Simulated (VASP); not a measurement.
Runs of VASP 6.6.1 on HfC. The structure is that of space group I4/mmm (No. 139), or close to it. The cells are those of the table. 

| cell | gap on the mesh (eV) | pressure (GPa) |
| --- | --- | --- |
| a = 3.207, b = 3.288 Å, angles 59.2, 61.7, 59.2°, 2 atoms | none | (b) |
| a = 3.435, b = 3.288 Å, angles 61.4, 57.2, 61.4°, 2 atoms | none | -14.6 |
| a = 3.167, b = 3.288 Å, angles 58.7, 62.5, 58.7°, 2 atoms | none | (a) |
| a = 3.456, b = 3.288 Å, angles 61.6, 56.8, 61.6°, 2 atoms | none | -15.7 |
| a = 3.128, b = 3.288 Å, angles 58.3, 63.4, 58.3°, 2 atoms | none | 36.8 |

Alike in all rows: task single point; level PBE; potentials or basis VASP PAW PBE potentials, release 64 (Hf_pv, C); no spin polarisation; k mesh 18 × 18 × 18; cutoff (eV) 520; smearing gaussian 0.15 eV.

Task: Estimate the missing entries.

Result: (a) 24.5; (b) 14.4.

Caveats: spin-orbit coupling is left out, which moves the levels of the heavy elements.

A k mesh can miss the band edges, and the runs leave out spin-orbit coupling on Hf.

A gap of «none» marks levels without a gap at the run's occupations.
